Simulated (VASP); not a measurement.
Ge, 2 atoms in the cell. Symmetry: P6_3/mmc, No. 194, hexagonal system. The conventional cell has a = 3.001 Å, b = 3.001 Å, c = 4.940 Å, α = 90.00°, β = 90.00°, γ = 120.00°. Ge (site symmetry -6m2) has 12 Ge at 3.00 to 3.02 Å within 4.0 Å. This isn't the form of Ge at room conditions, which is diamond.

* Program: VASP 6.6.1
* Task: single point
* Functional: PBE
* Potentials or basis: VASP PAW PBE potentials, release 64 (Ge_d)
* Cutoff: 520 eV
* k mesh: 16 × 16 × 9
* Occupations: fermi-dirac, width 0.05 eV
* Spin: no spin polarisation
* Dipole correction: no
* Further INCAR settings: ALGO = Normal; EDIFF = 1e-07; NBANDS = 21

Potentials or basis: VASP PAW PBE potentials, release 64 (Ge_d).

Run with:

```sh
$ cat potpaw_PBE.64/Ge_d/POTCAR > POTCAR
$ mpirun -np 1 vasp_std > vasp.out
```

Hardware: 1 thread of Intel Xeon 8259CL, on a shared host.

Question: Estimate the wall time of this run.

Answer: Wall time 2.2 min on 1 thread of Intel Xeon 8259CL (shared host), peak memory 0.23 GiB. Counts: scf iterations 12, k points 150.
